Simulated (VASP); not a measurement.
# V4O in VASP: further runs, part 2 of 3

VASP 6.6.1. Earlier steps stand in the parts before.

### 3 Single point, PBE

Contents of INCAR:

```
ALGO = Normal
DIPOL = 0.5 0.5 0.328
EDIFF = 1E-6
ENCUT = 520
GGA = PE
IDIPOL = 3
ISIF = 2
ISMEAR = 0
LASPH = True
LCHARG = True
LDIPOL = True
LELF = True
LREAL = False
LVACPOTAV = True
LVHAR = True
LWAVE = False
NBANDS = 37
NELM = 100
PREC = Accurate
SIGMA = 0.1
```

Contents of KPOINTS:

```
k-points
0
Gamma
  9 9 1
```

Contents of POSCAR:

```
V4O
1.0
    2.9971751491      0.0000000000      0.0000000000
    0.0000000000      2.9971751491      0.0000000000
    0.0000000000      0.0000000000     21.3333819395
V O
4 1
Direct
    0.5000000000      0.5000000000      0.1874995728
    0.0000000000      0.0000000000      0.2577457053
    0.5000000000      0.5000000000      0.3267158760
    0.0000000000      0.0000000000      0.3906263884
    0.5000000000      0.5000000000      0.4778136898
```

Potentials or basis: VASP PAW PBE potentials, release 64 (V_sv, O).

The run is started by

```console
$ cat potpaw_PBE.64/V_sv/POTCAR potpaw_PBE.64/O/POTCAR > POTCAR
$ mpirun -np 1 vasp_std > vasp.out
```

OUTCAR:

```text
EDIFF = 1E-6
   ENCUT = 520
   GGA = PE
   ISIF = 2
   ISMEAR = 0
   LASPH = True
   LREAL = False
   NELM = 100
   PREC = Accurate

 ion  position               nearest neighbor table
   1  0.500  0.500  0.187-   2 2.60   2 2.60   2 2.60   2 2.60
   2  0.000  0.000  0.258-   3 2.58   3 2.58   3 2.58   3 2.58   1 2.60   1 2.60   1 2.60   1 2.60
                             4 2.83
   3  0.500  0.500  0.327-   4 2.52   4 2.52   4 2.52   4 2.52   2 2.58   2 2.58   2 2.58   2 2.58

   4  0.000  0.000  0.391-   3 2.52   3 2.52   3 2.52   3 2.52   2 2.83
   5  0.500  0.500  0.478-

  LATTYP: Found a simple tetragonal cell.
 ALAT       =     2.9971751491
 C/A-ratio  =     7.1178295823

  Lattice vectors:

 A1 = (   2.9971751491,   0.0000000000,   0.0000000000)
 A2 = (   0.0000000000,   2.9971751491,   0.0000000000)
 A3 = (   0.0000000000,   0.0000000000,  21.3333819395)

Analysis of symmetry for initial positions (statically):
=====================================================================
 Subroutine PRICEL returns:
 Original cell was already a primitive cell.

 Routine SETGRP: Setting up the symmetry group for a
 simple tetragonal supercell.

 Subroutine GETGRP returns: Found  8 space group operations
 (whereof  8 operations were pure point group operations)
 out of a pool of 16 trial point group operations.

The static configuration has the point symmetry C_4v.

Analysis of symmetry for dynamics (positions and initial velocities):
=====================================================================
 Subroutine PRICEL returns:
 Original cell was already a primitive cell.

 Routine SETGRP: Setting up the symmetry group for a
 simple tetragonal supercell.

 Subroutine GETGRP returns: Found  8 space group operations
 (whereof  8 operations were pure point group operations)
 out of a pool of 16 trial point group operations.

The dynamic configuration has the point symmetry C_4v.

 Subroutine INISYM returns: Found  8 space group operations
 (whereof  8 operations are pure point group operations),
 and found     1 'primitive' translations

----------------------------------------------------------------------------------------

                                     Primitive cell

  volume of cell :     191.6390

  direct lattice vectors                    reciprocal lattice vectors
     2.997175149  0.000000000  0.000000000     0.333647501  0.000000000  0.000000000
     0.000000000  2.997175149  0.000000000     0.000000000  0.333647501  0.000000000
     0.000000000  0.000000000 21.333381940     0.000000000  0.000000000  0.046874893

  length of vectors
     2.997175149  2.997175149 21.333381940     0.333647501  0.333647501  0.046874893

  position of ions in fractional coordinates (direct lattice)
     0.500000000  0.500000000  0.187499573
     0.000000000  0.000000000  0.257745705
     0.500000000  0.500000000  0.326715876
     0.000000000  0.000000000  0.390626388
     0.500000000  0.500000000  0.477813690

  ion indices of the primitive-cell ions
   primitive index   ion index
[... 40 lines left out ...]
  0.222222  0.111111  0.000000      8.000000
  0.333333  0.111111  0.000000      8.000000
  0.444444  0.111111  0.000000      8.000000
  0.222222  0.222222  0.000000      4.000000
  0.333333  0.222222  0.000000      8.000000
  0.444444  0.222222  0.000000      8.000000
  0.333333  0.333333  0.000000      4.000000
  0.444444  0.333333  0.000000      8.000000
  0.444444  0.444444  0.000000      4.000000
   k-points           NKPTS =     15   k-points in BZ     NKDIM =     15   number of bands    NBANDS=     37
   number of dos      NEDOS =    301   number of ions     NIONS =      5
   total plane-waves  NPLWV =  92160
   dimension x,y,z NGX =    24 NGY =   24 NGZ =  160
   dimension x,y,z NGXF=    48 NGYF=   48 NGZF=  320
   ions per type =               4   1
   NGX,Y,Z   is equivalent  to a cutoff of  13.31, 13.31, 12.47 a.u.
   NGXF,Y,Z  is equivalent  to a cutoff of  26.62, 26.62, 24.94 a.u.
 SYSTEM =  unknown system
   PREC   = accura    normal or accurate (medium, high low for compatibility)
   ISTART =      0    job   : 0-new  1-cont  2-samecut
   ICHARG =      2    charge: 1-file 2-atom 10-const
   ISPIN  =      1    spin polarized calculation?
   LNONCOLLINEAR =      F non collinear calculations
   LSORBIT =      F    spin-orbit coupling
   LASPH  =      T    aspherical Exc in radial PAW
   ENCUT  =  520.0 eV  38.22 Ry    6.18 a.u.   5.57  5.57 39.67*2*pi/ulx,y,z
   NELM   =    100;   NELMIN=  2; NELMDL= -5     # of ELM steps
   EDIFF  = 0.1E-05   stopping-criterion for ELM
   LREAL  =      F    real-space projection
   EDIFFG = 0.1E-04   stopping-criterion for IOM
   NSW    =      0    number of steps for IOM
   IBRION =     -1    ionic relax: 0-MD 1-quasi-New 2-CG
   NFREE  =      0    steps in history (QN), initial steepest desc. (CG)
   ISIF   =      2    stress and relaxation
   ISYM   =      2    0-nonsym 1-usesym 2-fastsym
   POTIM  = 0.5000    time-step for ionic-motion
   TEBEG  =    0.0;   TEEND  =   0.0 temperature during run
   PSTRESS=    0.0 pullay stress
   NELECT =      58.0000    total number of electrons
   NUPDOWN=      -1.0000    fix difference up-down
   EMIN   =  10.00;   EMAX   =-10.00  energy-range for DOS
   EFERMI =   0.00;   METHOD = LEGACY
   ISMEAR =     0;   SIGMA  =   0.10  broadening in eV -4-tet -1-fermi 0-gaus
   EFERMI_NEDOS =   21; number of points for ismear=-14 and -15
   IALGO  =     38    algorithm
   IMIX   =      4    mixing-type and parameters
     AMIX     =   0.40;   BMIX     =  1.00
     AMIX_MAG =   1.60;   BMIX_MAG =  1.00
  volume/ion in A,a.u.               =      38.33       258.65
  Fermi-wavevector in a.u.,A,eV,Ry     =   1.099148  2.077089 16.437557  1.208126
  Thomas-Fermi vector in A             =   2.235538
   LORBIT       =      0    0 simple, 1 ext, 2 COOP (PROOUT), +10 PAW based schemes
   GGA     = PE    functional components
   LHFCALC =     F    Hartree Fock is set to
   AEXX    =    0.0000 exact exchange contribution
   IVDW    =     0    specifies the selected vdW correction
   LEPSILON=     F    determine dielectric tensor
   LRPA    =     F    only Hartree local field effects (RPA)
 non-spin polarized calculation
 Gauss-broadening in eV      SIGMA  =   0.10
  energy-cutoff  :      520.00
  volume of cell :      191.64
 maximum number of plane-waves:      5215
 NGX is ok and might be reduce to    24
   NGX = 11   NGY = 11   NGZ = 79

 dipolmoment           0.000000      0.000000     -0.351620 electrons x Angstroem

 number of electron      57.9999983 magnetization

 dipolmoment           0.000000      0.000000      0.228206 electrons x Angstroem

 Free energy of the ion-electron system (eV)
  ---------------------------------------------------
  ext. energy  EPLUGINS =         0.00000000
  ---------------------------------------------------
  free energy    TOTEN  =       -37.74271512 eV

  energy without entropy =      -37.70273923  energy(sigma->0) =      -37.72272718

 E-fermi :  -1.2201     XC(G=0):  -5.2010

 val. band max:       -1.2331558932   @ k =   0.0000   0.0000   0.0000
 cond. band min:      -1.1988285709   @ k =   0.1111   0.0000   0.0000
 fundamental gap:      0.0343273223
 Fermi energy:        -1.2200909131

 k-point     1 :       0.0000    0.0000    0.0000
  band No.  band energies     occupation
      1     -65.6572      2.00000
      2     -65.5611      2.00000
      3     -65.1001      2.00000
      4     -64.8755      2.00000
      5     -39.4804      2.00000
      6     -39.4755      2.00000
[... 589 lines left out ...]
     36       1.0636      0.00000
     37       1.0795      0.00000

------------------------ aborting loop because EDIFF is reached ----------------------------------------

  FORCE on cell =-STRESS in cart. coord.  units (eV):
  Direction    XX          YY          ZZ          XY          YZ          ZX
  --------------------------------------------------------------------------------------
  -------------------------------------------------------------------------------------
  Total       -4.8042121     -4.8042121     -8.6779920      0.0000000      0.0000000      0.0000000
  in kB      -40.1650948    -40.1650948    -72.5514123      0.0000000      0.0000000      0.0000000
  external PRESSURE =     -50.9605340 kB  Pullay stress =       0.0000000 kB

 VOLUME and BASIS-vectors are now :
 -----------------------------------------------------------------------------
  energy-cutoff  :      520.00
  volume of cell :      191.64
      direct lattice vectors                 reciprocal lattice vectors
     2.997175149  0.000000000  0.000000000     0.333647501  0.000000000  0.000000000
     0.000000000  2.997175149  0.000000000     0.000000000  0.333647501  0.000000000
     0.000000000  0.000000000 21.333381940     0.000000000  0.000000000  0.046874893

 POSITION                                       TOTAL-FORCE (eV/Angst)
 -----------------------------------------------------------------------------------
      1.49859      1.49859      4.00000         0.000000     -0.000000      0.728486
      0.00000      0.00000      5.49859         0.000000     -0.000000     -0.668912
      1.49859      1.49859      6.96995         0.000000     -0.000000     -0.361828
      0.00000      0.00000      8.33338        -0.000000     -0.000000      4.556501
      1.49859      1.49859     10.19338         0.000000      0.000000     -4.254246
 -----------------------------------------------------------------------------------
    total drift:                                0.000000      0.000000     -0.002158

  FREE ENERGIE OF THE ION-ELECTRON SYSTEM (eV)
  ---------------------------------------------------
  free  energy   TOTEN  =       -37.7427151184 eV

  energy  without entropy=      -37.7027392348  energy(sigma->0) =      -37.72272718

 vacuum level on the upper side and lower side of the slab         7.305         2.705
```

OSZICAR:

```text
N       E                     dE             d eps       ncg     rms          rms(c)
DAV:   1     0.746887145021E+03    0.74689E+03   -0.36393E+04  1382   0.146E+03
DAV:   2     0.127885994651E+01   -0.74561E+03   -0.73145E+03  1145   0.489E+02
DAV:   3    -0.469498113904E+02   -0.48229E+02   -0.46348E+02  1490   0.116E+02
[... 24 lines left out ...]
DAV:  28    -0.377426995129E+02   -0.20419E-04   -0.68419E-05  1464   0.330E-02    0.163E-02
DAV:  29    -0.377427045795E+02   -0.50667E-05   -0.33357E-06  1021   0.113E-02    0.131E-02
DAV:  30    -0.377427102303E+02   -0.56507E-05   -0.61146E-06  1239   0.130E-02    0.966E-03
DAV:  31    -0.377427149790E+02   -0.47488E-05   -0.21552E-06   766   0.550E-03    0.465E-03
DAV:  32    -0.377427151184E+02   -0.13937E-06   -0.20353E-07   695   0.237E-03
   1 F= -.37742715E+02 E0= -.37722727E+02  d E =-.399759E-01
```

Run time: 3.7 min. Hardware: 1 thread of Intel Xeon Platinum 8375C at 2.90GHz (Ice Lake), shared host; peak memory 0.32 GiB.

Results:

* Free energy: -37.7427 eV
* Largest force: 4.557 eV/Å
* Band gap on the k mesh: zero (bands 29 and 30 overlap by 0.11 eV)

Forces on the atoms (eV/Å):
```
V    0.000  0.000  0.728
V    0.000  0.000 -0.669
V    0.000  0.000 -0.362
V    0.000  0.000  4.557
O    0.000  0.000 -4.254
```

Caveat: the run has no spin polarisation, though such a crystal can be magnetic. With open d or f shells a metallic result of PBE can be an artefact of self-interaction; +U or a hybrid may open a gap.

[end of part 2 of 3]
